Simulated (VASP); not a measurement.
AlN: single point with PBEsol

The system is AlN.

```
Al N
1.0
     3.40050    0.00000    0.00000
    -1.70025    2.94492    0.00000
     0.00000    0.00000    4.22280
Al N
2 2
Direct
  0.33333 0.66667 0.75000
  0.66667 0.33333 0.25000
  0.33333 0.66667 0.25000
  0.66667 0.33333 0.75000
```

* Program: VASP 6.6.1
* Task: single point
* Functional: PBEsol
* Potentials or basis: VASP PAW PBE potentials, release 64 (Al, N)
* Cutoff: 520 eV
* k mesh: 9 × 9 × 6
* Occupations: gaussian, width 0.05 eV
* Spin: no spin polarisation
* Dipole correction: no
* Further INCAR settings: ALGO = Normal; EDIFF = 1e-06; NBANDS = 16

```yaml
Pressure: -14.8 GPa
Band_gap_on_the_k_mesh: 2.80 eV
```

Stress tensor (GPa, compression positive):
```
-15.95   0.00   0.00
  0.00 -15.95   0.00
  0.00   0.00 -12.40
```

Levels at points of the mesh, in eV from the valence-band top:
| k point | band 5 | band 6 | band 7 | band 8 | band 9 | band 10 | band 11 | band 12 |
| --- | --- | --- | --- | --- | --- | --- | --- | --- |
| (0.00, 0.00, 0.00) | -3.09 | -1.39 | -1.39 | 0.00 | 2.80 | 3.86 | 7.80 | 7.80 |
| (0.00, 0.00, 0.50) | -2.28 | -2.28 | -2.28 | -2.28 | 5.26 | 5.26 | 7.99 | 7.99 |

Wall time 48 s on 1 thread of Intel Xeon 8259CL, with other jobs on the host, peak memory 0.17 GiB.

Caveat: the cell stands under tension; the PAW data sets were made with another functional, which shifts forces and pressure a little.
